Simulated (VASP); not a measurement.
# CS2 in VASP: notebook

Aim: see how the results for CS2 move with the level of theory and the settings. Levels: PBEsol, PBE+D3(BJ). Tasks: single point.

All numbers are computed with VASP 6.6.1; they aren't measurements. Logs are shortened: lines on timing, memory, paths and dates and some standing lists are left out, and cuts for length are marked.

**1. The cell of the first run**

The structure is orthorhombic, space group Cmce (No. 64). The conventional cell has a = 5.639 Å, b = 5.093 Å, c = 8.753 Å, α = 90.00°, β = 90.00°, γ = 90.00°. S (site symmetry m) has 1 C at 1.56 Å within 2.1 Å. Within 2.1 Å of C (site symmetry 2/m) lie 2 S at 1.56 Å.

**2. Single point, PBEsol**

The input, INCAR:

```
SYSTEM = CS2
PREC = Accurate
ENCUT = 520
EDIFF = 1E-6
ISMEAR = -1
SIGMA = 0.05
LREAL = .FALSE.
LASPH = .TRUE.
NELM = 100
ALGO = Normal
ISIF = 2
LWAVE = .FALSE.
LCHARG = .FALSE.
GGA = PS
NBANDS = 25
```

The input, KPOINTS:

```
regular mesh
0
G
  6 6 3
  0 0 0
```

The input, POSCAR:

```
CS2
1.0
    2.8196145777     -2.5465321029      0.0000000000
    2.8196145777      2.5465321029      0.0000000000
    0.0000000000      0.0000000000      8.7534595860
S C
4 2
Direct
    0.2080901950      0.7919098050      0.8695421643
    0.2919098050      0.7080901950      0.3695421643
    0.7080901950      0.2919098050      0.6304578357
    0.7919098050      0.2080901950      0.1304578357
    0.5000000000      0.5000000000      0.5000000000
    0.0000000000      0.0000000000      0.0000000000
```

Potentials or basis: VASP PAW PBE potentials, release 64 (S, C).

On the command line:

```sh
$ cat potpaw_PBE.64/S/POTCAR potpaw_PBE.64/C/POTCAR > POTCAR
$ mpirun -np 1 vasp_std > vasp.out
```

OUTCAR:

```text
SYSTEM = CS2
   PREC = Accurate
   ENCUT = 520
   EDIFF = 1E-6
   ISMEAR = -1
   LREAL = .FALSE.
   LASPH = .TRUE.
   NELM = 100
   ISIF = 2
   GGA = PS

 ion  position               nearest neighbor table
   1  0.208  0.792  0.870-   6 1.56
   2  0.292  0.708  0.370-   5 1.56
   3  0.708  0.292  0.630-   5 1.56
   4  0.792  0.208  0.130-   6 1.56
   5  0.500  0.500  0.500-   2 1.56   3 1.56
   6  0.000  0.000  0.000-   1 1.56   4 1.56

  LATTYP: Found a base centered orthorhombic cell.
 ALAT       =     5.0930642058
 B/A-ratio  =     1.1072370046
 C/A-ratio  =     1.7187019901

  Lattice vectors:

 A1 = (  -2.8196145777,  -2.5465321029,   0.0000000000)
 A2 = (   2.8196145777,  -2.5465321029,   0.0000000000)
 A3 = (   0.0000000000,   0.0000000000,   8.7534595860)

Analysis of symmetry for initial positions (statically):
=====================================================================
 Subroutine PRICEL returns:
 Original cell was already a primitive cell.

 Routine SETGRP: Setting up the symmetry group for a
 base centered orthorhombic supercell.

 Subroutine GETGRP returns: Found  8 space group operations
 (whereof  4 operations were pure point group operations)
 out of a pool of  8 trial point group operations.

The static configuration has the point symmetry C_2h.
 The point group associated with its full space group is D_2h.

Analysis of symmetry for dynamics (positions and initial velocities):
=====================================================================
 Subroutine PRICEL returns:
 Original cell was already a primitive cell.

 Routine SETGRP: Setting up the symmetry group for a
 base centered orthorhombic supercell.

 Subroutine GETGRP returns: Found  8 space group operations
 (whereof  4 operations were pure point group operations)
 out of a pool of  8 trial point group operations.

The dynamic configuration has the point symmetry C_2h.
 The point group associated with its full space group is D_2h.

 Subroutine INISYM returns: Found  8 space group operations
 (whereof  4 operations are pure point group operations),
 and found     1 'primitive' translations

----------------------------------------------------------------------------------------

                                     Primitive cell

  volume of cell :     125.7039

[... 90 lines left out ...]
   ISPIN  =      1    spin polarized calculation?
   LNONCOLLINEAR =      F non collinear calculations
   LSORBIT =      F    spin-orbit coupling
   LASPH  =      T    aspherical Exc in radial PAW
   ENCUT  =  520.0 eV  38.22 Ry    6.18 a.u.   7.06  7.06 16.28*2*pi/ulx,y,z
   NELM   =    100;   NELMIN=  2; NELMDL= -5     # of ELM steps
   EDIFF  = 0.1E-05   stopping-criterion for ELM
   LREAL  =      F    real-space projection
   EDIFFG = 0.1E-04   stopping-criterion for IOM
   NSW    =      0    number of steps for IOM
   IBRION =     -1    ionic relax: 0-MD 1-quasi-New 2-CG
   NFREE  =      0    steps in history (QN), initial steepest desc. (CG)
   ISIF   =      2    stress and relaxation
   ISYM   =      2    0-nonsym 1-usesym 2-fastsym
   POTIM  = 0.5000    time-step for ionic-motion
   TEBEG  =    0.0;   TEEND  =   0.0 temperature during run
   PSTRESS=    0.0 pullay stress
   NELECT =      32.0000    total number of electrons
   NUPDOWN=      -1.0000    fix difference up-down
   EMIN   =  10.00;   EMAX   =-10.00  energy-range for DOS
   EFERMI =   0.00;   METHOD = LEGACY
   ISMEAR =    -1;   SIGMA  =   0.05  broadening in eV -4-tet -1-fermi 0-gaus
   EFERMI_NEDOS =   21; number of points for ismear=-14 and -15
   IALGO  =     38    algorithm
   IMIX   =      4    mixing-type and parameters
     AMIX     =   0.40;   BMIX     =  1.00
     AMIX_MAG =   1.60;   BMIX_MAG =  1.00
  volume/ion in A,a.u.               =      20.95       141.38
  Fermi-wavevector in a.u.,A,eV,Ry     =   1.037549  1.960683 14.646779  1.076508
  Thomas-Fermi vector in A             =   2.171992
   LORBIT       =      0    0 simple, 1 ext, 2 COOP (PROOUT), +10 PAW based schemes
   GGA     = PS    functional components
   LHFCALC =     F    Hartree Fock is set to
   AEXX    =    0.0000 exact exchange contribution
   IVDW    =     0    specifies the selected vdW correction
   LEPSILON=     F    determine dielectric tensor
   LRPA    =     F    only Hartree local field effects (RPA)
 non-spin polarized calculation
  energy-cutoff  :      520.00
  volume of cell :      125.70
 maximum number of plane-waves:      3411
   NGX = 15   NGY = 15   NGZ = 33

 number of electron      32.0000005 magnetization

 Free energy of the ion-electron system (eV)
  ---------------------------------------------------
  ext. energy  EPLUGINS =         0.00000000
  ---------------------------------------------------
  free energy    TOTEN  =       -34.48459423 eV

  energy without entropy =      -34.48459423  energy(sigma->0) =      -34.48459423

 E-fermi :   2.4230     XC(G=0):  -8.8012

 val. band max:        1.3882702209   @ k =  -0.3333   0.3333   0.0000
 cond. band min:       3.6025468709   @ k =   0.5000   0.5000   0.0000
 fundamental gap:      2.2142766500
 Fermi energy:         2.4230104901

 k-point     1 :       0.0000    0.0000    0.0000
  band No.  band energies     occupation
      1     -14.2578      2.00000
      2     -13.9834      2.00000
      3     -11.9848      2.00000
      4     -11.4762      2.00000
      5      -5.7939      2.00000
      6      -4.5801      2.00000
[... 661 lines left out ...]
     24       9.2313      0.00000
     25      10.5346      0.00000

 [... further k-points ...]
[... 5 lines left out ...]
  --------------------------------------------------------------------------------------
  -------------------------------------------------------------------------------------
  Total        1.5413306      0.9076469      0.8065338      0.0000000      0.0000000      0.0000000
  in kB       19.6452584     11.5685490     10.2797969      0.0000000      0.0000000      0.0000000
  external PRESSURE =      13.8312014 kB  Pullay stress =       0.0000000 kB

 VOLUME and BASIS-vectors are now :
 -----------------------------------------------------------------------------
  energy-cutoff  :      520.00
  volume of cell :      125.70
      direct lattice vectors                 reciprocal lattice vectors
     2.819614578 -2.546532103  0.000000000     0.177329201 -0.196345453  0.000000000
     2.819614578  2.546532103  0.000000000     0.177329201  0.196345453  0.000000000
     0.000000000  0.000000000  8.753459586     0.000000000  0.000000000  0.114240546

 POSITION                                       TOTAL-FORCE (eV/Angst)
 -----------------------------------------------------------------------------------
      2.81961      1.48672      7.61150         0.000000      0.147910      0.162210
      2.81961      1.05982      3.23477         0.000000     -0.147910      0.162210
      2.81961     -1.05982      5.51869         0.000000      0.147910     -0.162210
      2.81961     -1.48672      1.14196         0.000000     -0.147910     -0.162210
      2.81961      0.00000      4.37673         0.000000      0.000000     -0.000000
      0.00000      0.00000      0.00000        -0.000000     -0.000000     -0.000000
 -----------------------------------------------------------------------------------
    total drift:                                0.000000     -0.000000      0.000000

  FREE ENERGIE OF THE ION-ELECTRON SYSTEM (eV)
  ---------------------------------------------------
  free  energy   TOTEN  =       -34.4845942295 eV

  energy  without entropy=      -34.4845942294  energy(sigma->0) =      -34.48459423
```

stdout:

```text
POSCAR found type information on POSCAR S C
 POSCAR found :  2 types and       6 ions
 scaLAPACK will be used
 -----------------------------------------------------------------------------
|                                                                             |
|                                                                             |
|     You enforced a specific xc type in the INCAR file but a different       |
|     I HOPE YOU KNOW WHAT YOU ARE DOING!                                     |
|                                                                             |
 -----------------------------------------------------------------------------

 LDA part: xc-table for (Slater+PW92), standard interpolation
 POSCAR, INCAR and KPOINTS ok, starting setup
 FFT: planning ... GRIDC
 FFT: planning ... GRID_SOFT
 FFT: planning ... GRID
 WAVECAR not read
 entering main loop
```

Run time: 1.8 min. Hardware: 1 thread of Intel Xeon 8259CL, shared host; peak memory 0.24 GiB.

Results:

```yaml
Free_energy: -34.4846 eV
Pressure: 1.4 GPa
Largest_force: 0.220 eV/Å
Band_gap_on_the_k_mesh: 2.21 eV (least direct gap 2.26 eV)
```

Forces on the atoms (eV/Å):
```
S    0.000  0.148  0.162
S    0.000 -0.148  0.162
S    0.000  0.148 -0.162
S    0.000 -0.148 -0.162
C    0.000  0.000  0.000
C    0.000  0.000  0.000
```

Levels at points of the mesh, in eV from the valence-band top:
| k point | band 14 | band 15 | band 16 | band 17 | band 18 | band 19 |
| --- | --- | --- | --- | --- | --- | --- |
| (0.00, 0.00, 0.00) | -1.00 | -0.96 | -0.20 | 2.31 | 2.49 | 3.44 |
| (0.50, 0.00, 0.00) | -0.82 | -0.34 | -0.34 | 2.87 | 2.87 | 3.53 |
| (0.50, 0.50, 0.00) | -1.85 | -0.76 | -0.04 | 2.21 | 2.71 | 4.56 |

Caveat: this functional lacks dispersion, which holds the molecules together, so the pressure and a relaxed volume are unreliable; the PAW data sets were made with another functional, which shifts forces and pressure a little; an odd mesh through Γ misses points on the zone boundary, where band edges can lie.

**3. Single point, PBEsol**

This run uses another cell than the first one, of 27.53 Å³/atom.

The input, INCAR:

```
SYSTEM = CS2
PREC     = Accurate       ! precision mode
ENCUT    = 520            ! plane-wave cutoff, eV
EDIFF    = 1E-6           ! SCF threshold, eV
ISMEAR   = -1             ! smearing method
SIGMA    = 0.05           ! smearing width, eV
LREAL    = .False.        ! projectors in reciprocal space
LASPH    = .True.         ! aspherical terms in the spheres
NELM     = 80             ! most SCF steps
ALGO     = Normal         ! electronic algorithm
ISIF     = 2              ! what is computed and relaxed
LWAVE    = .False.        ! write WAVECAR
LCHARG   = .False.        ! write CHGCAR
GGA      = PS             ! functional
NBANDS   = 25             ! bands
```

The input, KPOINTS:

```
regular mesh
0
Gamma
  6 6 3
  0 0 0
```

The input, POSCAR:

```
CS2
1.0
    3.0923096070     -2.8213881894      0.0000000000
    3.0923096070      2.8213881894      0.0000000000
    0.0000000000      0.0000000000      9.4649565308
S C
4 2
Direct
    0.1757675888      0.8242324112      0.8729555330
    0.3242324112      0.6757675888      0.3729555330
    0.6757675888      0.3242324112      0.6270444670
    0.8242324112      0.1757675888      0.1270444670
    0.5000000000      0.5000000000      0.5000000000
    0.0000000000      0.0000000000      0.0000000000
```

Potentials or basis: VASP PAW PBE potentials, release 64 (S, C).

On the command line:

```sh
$ cat potpaw_PBE.64/S/POTCAR potpaw_PBE.64/C/POTCAR > POTCAR
$ mpirun -np 1 vasp_std > vasp.out
```

OUTCAR:

```text
SYSTEM = CS2
   PREC = Accurate
   ENCUT = 520
   EDIFF = 1E-6
   ISMEAR = -1
   LREAL = .False.
   LASPH = .True.
   NELM = 80
   ISIF = 2
   GGA = PS

 ion  position               nearest neighbor table
   1  0.176  0.824  0.873-   6 1.56
   2  0.324  0.676  0.373-   5 1.56
   3  0.676  0.324  0.627-   5 1.56
   4  0.824  0.176  0.127-   6 1.56
   5  0.500  0.500  0.500-   2 1.56   3 1.56
   6  0.000  0.000  0.000-   1 1.56   4 1.56

  LATTYP: Found a base centered orthorhombic cell.
 ALAT       =     5.6427763788
 B/A-ratio  =     1.0960241553
 C/A-ratio  =     1.6773580761

  Lattice vectors:

 A1 = (  -3.0923096070,  -2.8213881894,   0.0000000000)
 A2 = (   3.0923096070,  -2.8213881894,   0.0000000000)
 A3 = (   0.0000000000,   0.0000000000,   9.4649565308)

Analysis of symmetry for initial positions (statically):
=====================================================================
 Subroutine PRICEL returns:
 Original cell was already a primitive cell.

 Routine SETGRP: Setting up the symmetry group for a
 base centered orthorhombic supercell.

 Subroutine GETGRP returns: Found  8 space group operations
 (whereof  4 operations were pure point group operations)
 out of a pool of  8 trial point group operations.

The static configuration has the point symmetry C_2h.
 The point group associated with its full space group is D_2h.

Analysis of symmetry for dynamics (positions and initial velocities):
=====================================================================
 Subroutine PRICEL returns:
 Original cell was already a primitive cell.

 Routine SETGRP: Setting up the symmetry group for a
 base centered orthorhombic supercell.

 Subroutine GETGRP returns: Found  8 space group operations
 (whereof  4 operations were pure point group operations)
 out of a pool of  8 trial point group operations.

[... 122 lines left out ...]
   EMIN   =  10.00;   EMAX   =-10.00  energy-range for DOS
   EFERMI =   0.00;   METHOD = LEGACY
   ISMEAR =    -1;   SIGMA  =   0.05  broadening in eV -4-tet -1-fermi 0-gaus
   EFERMI_NEDOS =   21; number of points for ismear=-14 and -15
   IALGO  =     38    algorithm
   IMIX   =      4    mixing-type and parameters
     AMIX     =   0.40;   BMIX     =  1.00
     AMIX_MAG =   1.60;   BMIX_MAG =  1.00
  volume/ion in A,a.u.               =      27.53       185.75
  Fermi-wavevector in a.u.,A,eV,Ry     =   0.947313  1.790161 12.209886  0.897401
  Thomas-Fermi vector in A             =   2.075394
   LORBIT       =      0    0 simple, 1 ext, 2 COOP (PROOUT), +10 PAW based schemes
   GGA     = PS    functional components
   LHFCALC =     F    Hartree Fock is set to
   AEXX    =    0.0000 exact exchange contribution
   IVDW    =     0    specifies the selected vdW correction
   LEPSILON=     F    determine dielectric tensor
   LRPA    =     F    only Hartree local field effects (RPA)
 non-spin polarized calculation
  energy-cutoff  :      520.00
  volume of cell :      165.16
 maximum number of plane-waves:      4474
   NGX = 15   NGY = 15   NGZ = 35

 number of electron      31.9999996 magnetization

 Free energy of the ion-electron system (eV)
  ---------------------------------------------------
  ext. energy  EPLUGINS =         0.00000000
  ---------------------------------------------------
  free energy    TOTEN  =       -34.64526243 eV

  energy without entropy =      -34.64526243  energy(sigma->0) =      -34.64526243

 E-fermi :   0.4128     XC(G=0):  -7.4687

 val. band max:       -0.7056902669   @ k =   0.5000   0.5000   0.0000
 cond. band min:       2.2213593755   @ k =   0.5000   0.5000   0.0000
 fundamental gap:      2.9270496424
 Fermi energy:         0.4127701997

 k-point     1 :       0.0000    0.0000    0.0000
  band No.  band energies     occupation
      1     -15.7868      2.00000
      2     -15.6797      2.00000
      3     -13.6116      2.00000
      4     -13.4019      2.00000
      5      -7.3350      2.00000
      6      -6.6512      2.00000
[... 661 lines left out ...]
     24       7.1308      0.00000
     25       7.8581      0.00000

 [... further k-points ...]
[... 5 lines left out ...]
  --------------------------------------------------------------------------------------
  -------------------------------------------------------------------------------------
  Total       -0.0752205     -0.6004299     -0.8233327      0.0000000      0.0000000      0.0000000
  in kB       -0.7297138     -5.8247660     -7.9871436      0.0000000      0.0000000      0.0000000
  external PRESSURE =      -4.8472078 kB  Pullay stress =       0.0000000 kB

 VOLUME and BASIS-vectors are now :
 -----------------------------------------------------------------------------
  energy-cutoff  :      520.00
  volume of cell :      165.16
      direct lattice vectors                 reciprocal lattice vectors
     3.092309607 -2.821388189  0.000000000     0.161691442 -0.177217726  0.000000000
     3.092309607  2.821388189  0.000000000     0.161691442  0.177217726  0.000000000
     0.000000000  0.000000000  9.464956531     0.000000000  0.000000000  0.105652889

 POSITION                                       TOTAL-FORCE (eV/Angst)
 -----------------------------------------------------------------------------------
      3.09231      1.82957      8.26249         0.000000      0.130848      0.157972
      3.09231      0.99182      3.53001         0.000000     -0.130848      0.157972
      3.09231     -0.99182      5.93495         0.000000      0.130848     -0.157972
      3.09231     -1.82957      1.20247         0.000000     -0.130848     -0.157972
      3.09231      0.00000      4.73248         0.000000     -0.000000     -0.000000
      0.00000      0.00000      0.00000         0.000000      0.000000     -0.000000
 -----------------------------------------------------------------------------------
    total drift:                               -0.000000      0.000000     -0.000000

  FREE ENERGIE OF THE ION-ELECTRON SYSTEM (eV)
  ---------------------------------------------------
  free  energy   TOTEN  =       -34.6452624252 eV

  energy  without entropy=      -34.6452624251  energy(sigma->0) =      -34.64526243
```

OSZICAR:

```text
N       E                     dE             d eps       ncg     rms          rms(c)
DAV:   1     0.170239131387E+03    0.17024E+03   -0.12828E+04  1300   0.106E+03
DAV:   2    -0.201270420019E+02   -0.19037E+03   -0.18050E+03  1798   0.195E+02
DAV:   3    -0.364743020804E+02   -0.16347E+02   -0.16169E+02  1636   0.622E+01
DAV:   4    -0.367858302878E+02   -0.31153E+00   -0.31091E+00  1693   0.105E+01
DAV:   5    -0.367943859743E+02   -0.85557E-02   -0.85524E-02  1703   0.165E+00    0.292E+01
DAV:   6    -0.348136246814E+02    0.19808E+01   -0.41585E+00  1343   0.130E+01    0.126E+01
DAV:   7    -0.346585528302E+02    0.15507E+00   -0.13092E+00  1728   0.632E+00    0.711E+00
DAV:   8    -0.346582434558E+02    0.30937E-03   -0.16113E-01  1643   0.203E+00    0.981E-01
DAV:   9    -0.346464815303E+02    0.11762E-01   -0.35545E-02  1608   0.953E-01    0.922E-01
DAV:  10    -0.346455328624E+02    0.94867E-03   -0.38103E-03  1582   0.346E-01    0.275E-01
DAV:  11    -0.346452636080E+02    0.26925E-03   -0.78791E-04  1647   0.145E-01    0.339E-01
DAV:  12    -0.346452569948E+02    0.66132E-05   -0.24769E-04  1606   0.898E-02    0.501E-02
DAV:  13    -0.346452636290E+02   -0.66342E-05   -0.26725E-05  1720   0.288E-02    0.211E-02
DAV:  14    -0.346452625596E+02    0.10693E-05   -0.96647E-07  1174   0.587E-03    0.933E-03
DAV:  15    -0.346452624252E+02    0.13447E-06   -0.16631E-06  1206   0.735E-03
   1 F= -.34645262E+02 E0= -.34645262E+02  d E =-.406231E-10
```

Wall time 2.5 min (1 thread of Intel Xeon 8259CL, shared host); peak memory 0.29 GiB.

Results:

| Property | Result |
| --- | --- |
| Free energy | -34.6453 eV |
| Pressure | -0.5 GPa |
| Largest force | 0.205 eV/Å |
| Band gap on the k mesh | 2.93 eV |

Forces in eV/Å, atoms in the order of the input:
```
S    0.000  0.131  0.158
S    0.000 -0.131  0.158
S    0.000  0.131 -0.158
S    0.000 -0.131 -0.158
C    0.000  0.000  0.000
C    0.000  0.000  0.000
```

Levels at points of the mesh, in eV from the valence-band top:
```tsv
k point	band 14	band 15	band 16	band 17	band 18	band 19
(0.00, 0.00, 0.00)	-0.58	-0.47	-0.10	3.03	3.10	3.79
(0.50, 0.00, 0.00)	-0.50	-0.27	-0.27	3.37	3.37	3.61
(0.50, 0.50, 0.00)	-1.05	-0.30	0.00	2.93	3.06	4.32
```

Caveat: this functional lacks dispersion, which holds the molecules together, so the pressure and a relaxed volume are unreliable; the PAW data sets were made with another functional, which shifts forces and pressure a little; an odd mesh through Γ misses points on the zone boundary, where band edges can lie.

(Continued in part 2 of 2.)
